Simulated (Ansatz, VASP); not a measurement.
**Two plane-wave programs on W3Se**

```
CELL_PARAMETERS angstrom
-1.88874 1.88874 4.55574
1.88874 -1.88874 4.55574
1.88874 1.88874 -4.55574
ATOMIC_POSITIONS crystal
W 0.50000 0.50000 0.00000
W 0.25000 0.75000 0.50000
W 0.75000 0.25000 0.50000
Se 0.00000 0.00000 0.00000
```

Alike in both runs: functional PBE; k mesh 6 × 6 × 6; occupations gaussian, width 0.1 eV; no spin polarisation.

Ansatz relaxed the structure, and its values are those at the end. VASP's run is a single point on that final structure, the one shown.

|  | VASP | Ansatz |
| --- | --- | --- |
| version | VASP 6.6.1 | Ansatz 0.2.0 |
| potentials or method | VASP PAW PBE potentials, release 64 (W_sv, Se), cutoff 520 eV | scalar-relativistic, plane waves, PAW |
| valence electrons in the cell | 48 | 58 |

VASP gave:

```
gap on the k mesh at the Fermi level (eV) : none
pressure (GPa)                            : 0.4
```

**Question.** Which values does Ansatz return?

**Answer.** gap on the k mesh at the Fermi level (eV): none; pressure (GPa): 0.0.

A gap of «none» marks a metal or a gap that the smearing closes. VASP's potentials hold 48 valence electrons a cell and Ansatz's 58, so a difference there can come from the potentials and not from the codes.

The k mesh is coarse, so the values compare programs but aren't converged. Spin-orbit coupling is off throughout.
